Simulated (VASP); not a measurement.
Here is a VASP 6.6.1 calculation.

Contents of INCAR:

```
SYSTEM = Ge
ALGO = Normal ; EDIFF = 1E-7
ENCUT = 520 ; GGA = PE
ISIF = 2 ; ISMEAR = 0
LASPH = .True. ; LCHARG = .False.
LREAL = .False. ; LWAVE = .False.
NBANDS = 36 ; NELM = 60
PREC = Accurate ; SIGMA = 0.1
```

KPOINTS

```
k-points
0
Gamma
  6 6 6
  0 0 0
```

File POSCAR:

```
Ge
1.0
    2.9261901000      0.0000000000      0.0000000000
    1.4630950500      5.2851739800      0.0000000000
    1.4630950500      0.0000000000      5.2903171300
Ge
4
Direct
    0.8700192600      0.2599614900      0.0000000000
    0.8799807400      0.2400385100      0.5000000000
    0.1299807400      0.7400385100      0.0000000000
    0.6200192600      0.7599614900      0.5000000000
```

Potentials or basis: VASP PAW PBE potentials, release 64 (Ge_d).

Launch:

```bash
$ cat potpaw_PBE.64/Ge_d/POTCAR > POTCAR
$ mpirun -np 1 vasp_std > vasp.out
```

Problem. Predict the largest force.

Solution. 0.218 eV/Å.

Problem. Estimate the pressure.

Solution. -1.4 GPa.

Problem. Predict the band gap on the k mesh.

Solution. Zero (band 28 reaches 7.02 eV, above the bottom of band 29 at 4.36 eV).

Stress tensor (GPa, compression positive):
```
-5.77  0.00  0.00
 0.00  0.42  0.00
 0.00  0.00  1.18
```

Caveat: the k points lie up to 0.38 Å⁻¹ apart.
